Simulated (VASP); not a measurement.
# KF (Fmmm) in VASP: a series of runs

KF is run at these levels: LDA; tasks: single point.

Program: VASP 6.6.1. These are calculated values, not measurements. Logs are shortened: lines on timing, memory, paths and dates and some standing lists are left out, and cuts for length are marked.

## Step 1: The cell of the first run

It takes space group Fmmm (No. 69, orthorhombic). The conventional cell has a = 5.163 Å, b = 5.344 Å, c = 5.938 Å, α = 90.00°, β = 90.00°, γ = 90.00°. K (site symmetry mmm) has 6 F at 2.58 to 2.97 Å within 3.4 Å. Within 3.4 Å of F (site symmetry mmm) lie 6 K at 2.58 to 2.97 Å.

## Step 2: Single point, LDA (normal strain along x +0.0350, normal strain along z +0.1500)

Input file INCAR:

```
ALGO = Normal ; EDIFF = 1E-6
ENCUT = 520 ; ISIF = 2
ISMEAR = 0 ; LASPH = True
LCHARG = False ; LREAL = False
LWAVE = False ; NBANDS = 15
NELM = 80 ; PREC = Accurate
SIGMA = 0.05
```

Input file KPOINTS:

```
k-points
0
Gamma
  8 8 8
```

Input file POSCAR:

```
KF
1.0
    0.0000000000      2.5817196783      2.9689776300
    2.6720798670      0.0000000000      2.9689776300
    2.6720798670      2.5817196783      0.0000000000
K F
1 1
Direct
    0.0000000000      0.0000000000      0.0000000000
    0.5000000000      0.5000000000      0.5000000000
```

Potentials or basis: VASP PAW LDA potentials, release 64 (K_sv, F).

Started as:

```
cat potpaw_LDA.64/K_sv/POTCAR potpaw_LDA.64/F/POTCAR > POTCAR
mpirun -np 1 vasp_std > vasp.out
```

OUTCAR:

```text
EDIFF = 1E-6
   ENCUT = 520
   ISIF = 2
   ISMEAR = 0
   LASPH = True
   LREAL = False
   NELM = 80
   PREC = Accurate

 ion  position               nearest neighbor table
   1  0.000  0.000  0.000-   2 2.58   2 2.58   2 2.67   2 2.67
   2  0.500  0.500  0.500-   1 2.58   1 2.58   1 2.67   1 2.67

  LATTYP: Found a face centered orthorhombic cell.
 ALAT       =     5.1634393566
 B/A-ratio  =     1.0350000000
 C/A-ratio  =     1.1500000000

  Lattice vectors:

 A1 = (   2.6720798670,   0.0000000000,  -2.9689776300)
 A2 = (   0.0000000000,   2.5817196783,  -2.9689776300)
 A3 = (   2.6720798670,   2.5817196783,   0.0000000000)

Analysis of symmetry for initial positions (statically):
=====================================================================
 Subroutine PRICEL returns:
 Original cell was already a primitive cell.

 Routine SETGRP: Setting up the symmetry group for a
 face centered orthorhombic supercell.

 Subroutine GETGRP returns: Found  8 space group operations
 (whereof  8 operations were pure point group operations)
 out of a pool of  8 trial point group operations.

The static configuration has the point symmetry D_2h.

Analysis of symmetry for dynamics (positions and initial velocities):
=====================================================================
 Subroutine PRICEL returns:
 Original cell was already a primitive cell.

 Routine SETGRP: Setting up the symmetry group for a
 face centered orthorhombic supercell.

 Subroutine GETGRP returns: Found  8 space group operations
 (whereof  8 operations were pure point group operations)
 out of a pool of  8 trial point group operations.

The dynamic configuration has the point symmetry D_2h.

 Subroutine INISYM returns: Found  8 space group operations
 (whereof  8 operations are pure point group operations),
 and found     1 'primitive' translations

----------------------------------------------------------------------------------------

                                     Primitive cell

  volume of cell :      40.9633

  direct lattice vectors                    reciprocal lattice vectors
     0.000000000  2.581719678  2.968977630    -0.187120155  0.193669361  0.168408140
     2.672079867  0.000000000  2.968977630     0.187120155 -0.193669361  0.168408140
     2.672079867  2.581719678  0.000000000     0.187120155  0.193669361 -0.168408140

  length of vectors
     3.934476416  3.994350884  3.715546704     0.317620962  0.317620962  0.317620962

  position of ions in fractional coordinates (direct lattice)
[... 85 lines left out ...]
   ISIF   =      2    stress and relaxation
   ISYM   =      2    0-nonsym 1-usesym 2-fastsym
   POTIM  = 0.5000    time-step for ionic-motion
   TEBEG  =    0.0;   TEEND  =   0.0 temperature during run
   PSTRESS=    0.0 pullay stress
   NELECT =      16.0000    total number of electrons
   NUPDOWN=      -1.0000    fix difference up-down
   EMIN   =  10.00;   EMAX   =-10.00  energy-range for DOS
   EFERMI =   0.00;   METHOD = LEGACY
   ISMEAR =     0;   SIGMA  =   0.05  broadening in eV -4-tet -1-fermi 0-gaus
   EFERMI_NEDOS =   21; number of points for ismear=-14 and -15
   IALGO  =     38    algorithm
   IMIX   =      4    mixing-type and parameters
     AMIX     =   0.40;   BMIX     =  1.00
     AMIX_MAG =   1.60;   BMIX_MAG =  1.00
  volume/ion in A,a.u.               =      20.48       138.22
  Fermi-wavevector in a.u.,A,eV,Ry     =   1.196694  2.261423 19.484575  1.432076
  Thomas-Fermi vector in A             =   2.332628
   LORBIT       =      0    0 simple, 1 ext, 2 COOP (PROOUT), +10 PAW based schemes
   GGA     = CA    functional components
   LHFCALC =     F    Hartree Fock is set to
   AEXX    =    0.0000 exact exchange contribution
   IVDW    =     0    specifies the selected vdW correction
   LEPSILON=     F    determine dielectric tensor
   LRPA    =     F    only Hartree local field effects (RPA)
 non-spin polarized calculation
 Gauss-broadening in eV      SIGMA  =   0.05
  energy-cutoff  :      520.00
  volume of cell :       40.96
 maximum number of plane-waves:      1118
 NGX is ok and might be reduce to    30
   NGX = 15   NGY = 15   NGZ = 13

 number of electron      15.9999996 magnetization

 Free energy of the ion-electron system (eV)
  ---------------------------------------------------
  ext. energy  EPLUGINS =         0.00000000
  ---------------------------------------------------
  free energy    TOTEN  =        -8.93347148 eV

  energy without entropy =       -8.93347148  energy(sigma->0) =       -8.93347148

 E-fermi :  -3.1283     XC(G=0):  -8.7696

 val. band max:       -3.3356241784   @ k =   0.0000   0.0000   0.0000
 cond. band min:       1.9870948360   @ k =   0.0000   0.0000   0.0000
 fundamental gap:      5.3227190144
 Fermi energy:        -3.1282839802

 k-point     1 :       0.0000    0.0000    0.0000
  band No.  band energies     occupation
      1     -29.1925      2.00000
      2     -21.6090      2.00000
      3     -12.7594      2.00000
      4     -12.7076      2.00000
      5     -12.6947      2.00000
      6      -3.4825      2.00000
      7      -3.4012      2.00000
      8      -3.3356      2.00000
      9       1.9871      0.00000
     10       6.5153      0.00000
     11       7.1493      0.00000
     12       7.3283      0.00000
     13       8.0964      0.00000
     14       9.1849      0.00000
[... 401 lines left out ...]
      2     -21.6786      2.00000
      3     -12.9121      2.00000
      4     -12.8152      2.00000
      5     -12.7073      2.00000
      6      -4.0379      2.00000
      7      -3.6813      2.00000
      8      -3.6276      2.00000
      9       4.4130      0.00000
     10       5.7743      0.00000
     11       8.0393      0.00000
     12       8.3802      0.00000
     13       9.6536      0.00000
     14      10.0219      0.00000
     15      13.0867      0.00000

 [... further k-points ...]
[... 5 lines left out ...]
  --------------------------------------------------------------------------------------
  -------------------------------------------------------------------------------------
  Total       -0.9984935     -0.5657700     -1.4068176      0.0000000      0.0000000      0.0000000
  in kB      -39.0535382    -22.1286559    -55.0240992      0.0000000      0.0000000      0.0000000
  external PRESSURE =     -38.7354311 kB  Pullay stress =       0.0000000 kB

 VOLUME and BASIS-vectors are now :
 -----------------------------------------------------------------------------
  energy-cutoff  :      520.00
  volume of cell :       40.96
      direct lattice vectors                 reciprocal lattice vectors
     0.000000000  2.581719678  2.968977630    -0.187120155  0.193669361  0.168408140
     2.672079867  0.000000000  2.968977630     0.187120155 -0.193669361  0.168408140
     2.672079867  2.581719678  0.000000000     0.187120155  0.193669361 -0.168408140

 POSITION                                       TOTAL-FORCE (eV/Angst)
 -----------------------------------------------------------------------------------
      0.00000      0.00000      0.00000         0.000000      0.000000      0.000000
      2.67208      2.58172      2.96898        -0.000000      0.000000     -0.000000
 -----------------------------------------------------------------------------------
    total drift:                                0.000000      0.000000      0.000000

  FREE ENERGIE OF THE ION-ELECTRON SYSTEM (eV)
  ---------------------------------------------------
  free  energy   TOTEN  =        -8.9334714809 eV

  energy  without entropy=       -8.9334714809  energy(sigma->0) =       -8.93347148
```

OSZICAR:

```text
N       E                     dE             d eps       ncg     rms          rms(c)
DAV:   1     0.114025035676E+03    0.11403E+03   -0.80559E+03  2850   0.103E+03
DAV:   2    -0.499209574981E+01   -0.11902E+03   -0.10794E+03  3637   0.288E+02
DAV:   3    -0.100405452175E+02   -0.50484E+01   -0.50231E+01  3775   0.529E+01
DAV:   4    -0.101909506875E+02   -0.15041E+00   -0.15038E+00  3912   0.882E+00
DAV:   5    -0.101922698482E+02   -0.13192E-02   -0.13191E-02  3830   0.816E-01    0.613E+00
DAV:   6    -0.902258582397E+01    0.11697E+01   -0.33819E+00  3061   0.143E+01    0.395E+00
DAV:   7    -0.896384559376E+01    0.58740E-01   -0.91780E-02  3480   0.229E+00    0.233E+00
DAV:   8    -0.893313858162E+01    0.30707E-01   -0.53567E-02  3557   0.223E+00    0.217E-01
DAV:   9    -0.893325523069E+01   -0.11665E-03   -0.31531E-03  3326   0.467E-01    0.998E-02
DAV:  10    -0.893346653538E+01   -0.21130E-03   -0.28862E-04  3431   0.170E-01    0.502E-02
DAV:  11    -0.893347261134E+01   -0.60760E-05   -0.45250E-05  4017   0.733E-02    0.138E-02
DAV:  12    -0.893347133910E+01    0.12722E-05   -0.46330E-06  3679   0.237E-02    0.254E-03
DAV:  13    -0.893347148089E+01   -0.14180E-06   -0.31805E-07  2685   0.504E-03
   1 F= -.89334715E+01 E0= -.89334715E+01  d E =-.283996E-11
```

stdout:

```text
POSCAR found type information on POSCAR K F
 POSCAR found :  2 types and       2 ions
 scaLAPACK will be used
 LDA part: xc-table for (Slater(with rela. corr.)+CA(PZ))
 , standard interpolation
 POSCAR, INCAR and KPOINTS ok, starting setup
 FFT: planning ... GRIDC
 FFT: planning ... GRID_SOFT
 FFT: planning ... GRID
 WAVECAR not read
 entering main loop
```

Wall time 29 s (1 thread of Intel Xeon Platinum 8488C (Sapphire Rapids), shared host); peak memory 0.18 GiB.

What came out:

* Free energy: -8.9335 eV
* Pressure: -3.9 GPa
* Band gap on the k mesh: 5.32 eV, direct

Stress tensor (GPa, compression positive):
```
-3.91  0.00  0.00
 0.00 -2.21  0.00
 0.00  0.00 -5.50
```

Caveat: the cell differs from its parent crystal (normal strain along x +0.0350, normal strain along z +0.1500). A k mesh can miss the band edges.

## Step 3: Single point, LDA (normal strain along x +0.0525, normal strain along z +0.1500)

Changes to INCAR since step 2:

```diff
@@ -1,2 +1,2 @@
-ALGO = Normal ; EDIFF = 1E-6
+ALGO = Normal ; EDIFF = 1E-7
 ENCUT = 520 ; ISIF = 2
```

KPOINTS is that of step 2.

Input file POSCAR:

```
KF
1.0
    0.0000000000      2.5817196783      2.9689776300
    2.7172599614      0.0000000000      2.9689776300
    2.7172599614      2.5817196783      0.0000000000
K F
1 1
Direct
    0.0000000000      0.0000000000      0.0000000000
    0.5000000000      0.5000000000      0.5000000000
```

Potentials or basis: VASP PAW LDA potentials, release 64 (K_sv, F).

Started as:

```
cat potpaw_LDA.64/K_sv/POTCAR potpaw_LDA.64/F/POTCAR > POTCAR
mpirun -np 1 vasp_std > vasp.out
```

It took 34 s on 1 thread of Intel Xeon Platinum 8488C (Sapphire Rapids), shared host; peak memory 0.18 GiB.

It converged, with:

- Free energy: -8.9157 eV
- Pressure: -4.2 GPa
- Band gap on the k mesh: 5.25 eV, direct

Stress tensor (GPa, compression positive):
```
-4.63  0.00  0.00
 0.00 -2.46  0.00
 0.00  0.00 -5.59
```

Levels at points of the mesh, in eV from the valence-band top:
```tsv
k point	band 6	band 7	band 8	band 9	band 10	band 11
(0.00, 0.00, 0.00)	-0.15	-0.09	0.00	5.25	9.83	10.36
(0.50, 0.00, 0.00)	-0.85	-0.42	-0.39	8.30	9.49	11.21
(0.50, 0.50, 0.00)	-0.45	-0.14	-0.05	8.04	9.56	9.96
(0.50, 0.00, 0.50)	-0.23	-0.18	-0.17	7.58	9.70	11.22
(0.00, 0.50, 0.50)	-0.31	-0.22	-0.06	7.81	9.53	10.75
```

Caveat: the cell differs from its parent crystal (normal strain along x +0.0525, normal strain along z +0.1500). A k mesh can miss the band edges.

## Step 4: Single point, LDA (normal strain along x +0.0700, normal strain along z +0.1500)

Input file INCAR:

```
SYSTEM = KF
ALGO     = Normal         ! electronic algorithm
EDIFF    = 1E-7           ! SCF threshold, eV
ENCUT    = 520            ! plane-wave cutoff, eV
ISIF     = 2              ! what is computed and relaxed
ISMEAR   = 0              ! smearing method
LASPH    = .True.         ! aspherical terms in the spheres
LCHARG   = .False.        ! write CHGCAR
LREAL    = .False.        ! projectors in reciprocal space
LWAVE    = .False.        ! write WAVECAR
NBANDS   = 15             ! bands
NELM     = 80             ! most SCF steps
PREC     = Accurate       ! precision mode
SIGMA    = 0.05           ! smearing width, eV
```

Input file KPOINTS:

```
k-points
0
Gamma
  8 8 8
  0 0 0
```

Input file POSCAR:

```
KF
1.0
    0.0000000000      2.5817196783      2.9689776300
    2.7624400558      0.0000000000      2.9689776300
    2.7624400558      2.5817196783      0.0000000000
K F
1 1
Direct
    0.0000000000      0.0000000000      0.0000000000
    0.5000000000      0.5000000000      0.5000000000
```

Started as:

```
cat potpaw_LDA.64/K_sv/POTCAR potpaw_LDA.64/F/POTCAR > POTCAR
mpirun -np 1 vasp_std > vasp.out
```

Wall time 32 s (1 thread of Intel Xeon Platinum 8488C (Sapphire Rapids), shared host); peak memory 0.18 GiB.

It converged, with:

- Free energy: -8.8952 eV
- Pressure: -4.5 GPa
- Band gap on the k mesh: 5.17 eV, direct

Stress tensor (GPa, compression positive):
```
-5.15  0.00  0.00
 0.00 -2.68  0.00
 0.00  0.00 -5.65
```

Levels at points of the mesh, in eV from the valence-band top:
| k point | band 5 | band 6 | band 7 | band 8 | band 9 | band 10 | band 11 | band 12 |
| --- | --- | --- | --- | --- | --- | --- | --- | --- |
| (0.00, 0.00, 0.00) | -9.50 | -0.14 | -0.10 | 0.00 | 5.17 | 9.82 | 10.25 | 10.59 |
| (0.50, 0.00, 0.00) | -9.46 | -0.84 | -0.42 | -0.38 | 8.23 | 9.38 | 11.11 | 11.85 |
| (0.50, 0.50, 0.00) | -9.59 | -0.45 | -0.16 | -0.05 | 8.01 | 9.44 | 9.89 | 13.01 |
| (0.50, 0.00, 0.50) | -9.72 | -0.23 | -0.19 | -0.18 | 7.53 | 9.63 | 11.14 | 12.95 |
| (0.00, 0.50, 0.50) | -9.64 | -0.35 | -0.21 | -0.06 | 7.83 | 9.42 | 10.53 | 12.88 |

Caveat: the cell differs from its parent crystal (normal strain along x +0.0700, normal strain along z +0.1500).

## Step 5: Single point, LDA (normal strain along x -0.0700, normal strain along z +0.0750)

Input file INCAR:

```
ALGO = Normal
EDIFF = 1E-6
ENCUT = 520
ISIF = 2
ISMEAR = 0
LASPH = True
LCHARG = True
LELF = True
LREAL = False
LVHAR = True
LWAVE = False
NBANDS = 15
NELM = 80
PREC = Accurate
SIGMA = 0.05
```

Input file KPOINTS:

```
k-points
0
Gamma
  8 8 8
```

Input file POSCAR:

```
KF
1.0
    0.0000000000      2.5817196783      2.7753486542
    2.4009993008      0.0000000000      2.7753486542
    2.4009993008      2.5817196783      0.0000000000
K F
1 1
Direct
    0.0000000000      0.0000000000      0.0000000000
    0.5000000000      0.5000000000      0.5000000000
```

Started as:

```
cat potpaw_LDA.64/K_sv/POTCAR potpaw_LDA.64/F/POTCAR > POTCAR
mpirun -np 1 vasp_std > vasp.out
```

Run time: 21 s. Hardware: 1 thread of Intel Xeon 6975P-C (Granite Rapids), shared host; peak memory 0.17 GiB.

Results (log left out):

| Quantity | Value |
| --- | --- |
| Free energy | -8.9737 eV |
| Pressure | 2.2 GPa |
| Band gap on the k mesh | 5.96 eV, indirect (least direct gap 5.99 eV) |

Stress tensor (GPa, compression positive):
```
 9.64  0.00  0.00
 0.00  0.55  0.00
 0.00  0.00 -3.49
```

Levels at points of the mesh, in eV from the valence-band top:
| k point | band 4 | band 5 | band 6 | band 7 | band 8 | band 9 | band 10 | band 11 | band 12 | band 13 |
| --- | --- | --- | --- | --- | --- | --- | --- | --- | --- | --- |
| (0.00, 0.00, 0.00) | -8.98 | -8.94 | -0.40 | -0.29 | -0.02 | 5.96 | 10.12 | 10.64 | 11.09 | 11.84 |
| (0.50, 0.00, 0.00) | -9.07 | -8.88 | -1.25 | -0.78 | -0.75 | 8.89 | 10.66 | 11.90 | 12.71 | 14.60 |
| (0.50, 0.50, 0.00) | -9.30 | -9.12 | -0.60 | -0.32 | -0.02 | 8.01 | 10.50 | 11.27 | 13.97 | 14.40 |
| (0.50, 0.00, 0.50) | -9.47 | -9.16 | -0.45 | -0.39 | 0.00 | 7.81 | 10.36 | 11.92 | 13.89 | 13.95 |
| (0.00, 0.50, 0.50) | -9.45 | -9.31 | -0.44 | -0.28 | -0.06 | 7.44 | 10.61 | 12.58 | 13.93 | 14.21 |

Caveat: the cell differs from its parent crystal (normal strain along x -0.0700, normal strain along z +0.0750). A k mesh can miss the band edges.

## Step 6: Overview

```tsv
cell	gap on the mesh (eV)	pressure (GPa)
a = 3.934, b = 3.994, c = 3.716 Å, angles 61.2, 62.9, 55.9°, 2 atoms	5.32	-3.9
a = 3.934, b = 4.025, c = 3.748 Å, angles 60.7, 63.1, 56.2°, 2 atoms	5.25	-4.2
a = 3.934, b = 4.055, c = 3.781 Å, angles 60.2, 63.4, 56.5°, 2 atoms	5.17	-4.5
a = 3.790, b = 3.670, c = 3.526 Å, angles 63.5, 60.1, 56.4°, 2 atoms	5.96	2.2
```

Alike in all rows: task single point; level LDA; potentials or basis VASP PAW LDA potentials, release 64 (K_sv, F); no spin polarisation; k mesh 8 × 8 × 8; cutoff (eV) 520; smearing gaussian 0.05 eV.

Total energies depend on the potentials used, so only differences within one code and one set of settings carry meaning.
